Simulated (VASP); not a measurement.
Write the native input for VASP 6.6.1 that does the following.

```yaml
Task: single point
Functional: PBE
Potentials_or_basis: VASP PAW PBE potentials, release 64 (Ge_d, Pd)
Cutoff: 520 eV
k_mesh: 4 × 4 × 6
Occupations: gaussian, width 0.1 eV
Spin: no spin polarisation
Dipole_correction: no
Further_INCAR_settings: ALGO = Normal; EDIFF = 1e-07; NBANDS = 41
```

The structure of Ge4Pd lies in POSCAR:

```
Ge4Pd
1.0
    3.5344755500     -3.7114446400      0.0000000000
    3.5344755500      3.7114446400      0.0000000000
    0.0000000000      0.0000000000      3.1738511600
Ge Pd
4 1
Direct
    0.8105999900      0.1894000100      0.5000000000
    0.1894000100      0.8105999900      0.5000000000
    0.2852000000      0.2852000000      0.0000000000
    0.7148000000      0.7148000000      0.0000000000
    0.0000000000      0.0000000000      0.0000000000
```

The cell was built from a structure type or drawn by symmetry, and may not be a known phase.

The input as run:

INCAR

```
ALGO = Normal
EDIFF = 1E-7
ENCUT = 520
GGA = PE
ISIF = 2
ISMEAR = 0
LASPH = T
LCHARG = T
LELF = T
LREAL = F
LVHAR = T
LWAVE = F
NBANDS = 41
NELM = 60
PREC = Accurate
SIGMA = 0.1
```

KPOINTS

```
k-points
0
Gamma
  4 4 6
```

Potentials or basis: VASP PAW PBE potentials, release 64 (Ge_d, Pd).

The run is started by

```bash
$ cat potpaw_PBE.64/Ge_d/POTCAR potpaw_PBE.64/Pd/POTCAR > POTCAR
$ mpirun -np 1 vasp_std > vasp.out
```

It gave:

```yaml
Pressure: 69.9 GPa
Largest_force: 11.564 eV/Å
Band_gap_on_the_k_mesh: zero (bands 33 and 34 overlap by 2.92 eV)
```

Caveat: the cell stands under pressure; forces of over 1 eV/Å act on the atoms, so gaps and moduli don't describe the material at rest.

Run time: 46 s on 1 thread of Intel(R) Xeon(R) 6975P-C (Granite Rapids), on a shared host, peak memory 0.23 GiB.
